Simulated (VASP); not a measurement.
I:

```xyz
2
Lattice="0.0000 3.4950 3.4950 3.4950 0.0000 3.4950 3.4950 3.4950 0.0000" Properties=species:S:1:pos:R:3 pbc="T T T"
I     6.9900    6.9900    6.9900
I     1.7475    1.7475    1.7475
```

| Item | Value |
| --- | --- |
| Program | VASP 6.6.1 |
| Task | relaxation of cell and atoms |
| Functional | PBE |
| Potentials or basis | VASP PAW PBE potentials, release 64 (I) |
| Cutoff | 500 eV |
| k mesh | 6 × 6 × 6 |
| Occupations | gaussian, width 0.05 eV |
| Spin | no spin polarisation |

At the start: pressure 8.9 GPa; volume 42.69 Å³/atom.

Task: Where does the relaxation end?

Result: Over 4 steps the energy falls by 351.8 meV/atom and the volume is 60.09 Å³/atom (+40.8 %); space group Fd-3m (No. 227, to 0.1 Å) before and after.

Step by step:
```tsv
step	energy change (eV)	largest force (eV/Å)	pressure (GPa)	volume (Å³)
1	0.0000	0.0000	8.95	85.38
2	-0.7026	0.0000	0.19	118.36
3	-0.7035	0.0000	-0.07	120.97
4	-0.7037	0.0000	0.00	120.18
```

Final structure:
```
I
1.0
     0.00000    3.91679    3.91679
     3.91679    0.00000    3.91679
     3.91679    3.91679    0.00000
I
2
Cartesian
  0.0000 0.0000 0.0000
  1.9584 1.9584 1.9584
```

Caveat: the volume moved by over 15 % at a fixed basis, so the end points are rough.
